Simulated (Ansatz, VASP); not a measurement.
Two plane-wave programs on Ge

```
Ge
1.0
     2.64664    0.00000    0.00000
     0.00000    2.64664    0.00000
     0.00000    0.00000    2.64664
Ge
1
Direct
  0.00000 0.00000 0.00000
```

Alike in both runs: functional LDA; k mesh 11 × 11 × 11; occupations fermi-dirac, width 0.1 eV; no spin polarisation.

Ansatz relaxed the structure, and its values are those at the end. VASP's run is a single point on that final structure, the one shown.

```csv
,VASP,Ansatz
version,VASP 6.6.1,Ansatz 0.2.0
potentials or method,"VASP PAW LDA potentials, release 64 (Ge_d), cutoff 520 eV","plane waves (420 eV) with PAW, scalar-relativistic"
valence electrons in the cell,14,14
```

```tsv
	VASP	Ansatz	Ansatz less VASP
pressure (GPa)	0.0	0.0	-0.05
```

Ansatz warns that its potentials were made for another functional, while VASP's fit it. LDA's correlation is that of Perdew and Zunger in VASP and of Perdew and Wang (1992) in Ansatz.
